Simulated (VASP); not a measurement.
A run of VASP 6.6.1:

Contents of INCAR:

```
SYSTEM = Au
PREC = Accurate ; ENCUT = 520
EDIFF = 1E-6 ; ISMEAR = -1
SIGMA = 0.05 ; LREAL = .FALSE.
LASPH = .TRUE. ; NELM = 100
ALGO = Normal ; ISIF = 2
LWAVE = .FALSE. ; LCHARG = .FALSE.
GGA = VW ; NBANDS = 12
```

The input KPOINTS:

```
Automatic mesh
0
G
  11 11 11
  0 0 0
```

File POSCAR:

```
Au
1.0
    0.0000000000      2.0484772140      2.0484772140
    2.0484772140      0.0000000000      2.0484772140
    2.0484772140      2.0484772140      0.0000000000
Au
1
Direct
    0.0000000000      0.0000000000      0.0000000000
```

Potentials or basis: VASP PAW PBE potentials, release 64 (Au).

Launch:

```bash
$ cat potpaw_PBE.64/Au/POTCAR > POTCAR
$ mpirun -np 1 vasp_std > vasp.out
```

Hardware: 1 thread of Intel Xeon 6975P-C, on a shared host.

How long does it take, and how much memory?

Wall time 5 s on 1 thread of Intel Xeon 6975P-C, on a shared host, peak memory 0.14 GiB. Counts: scf iterations 10, k points 56.
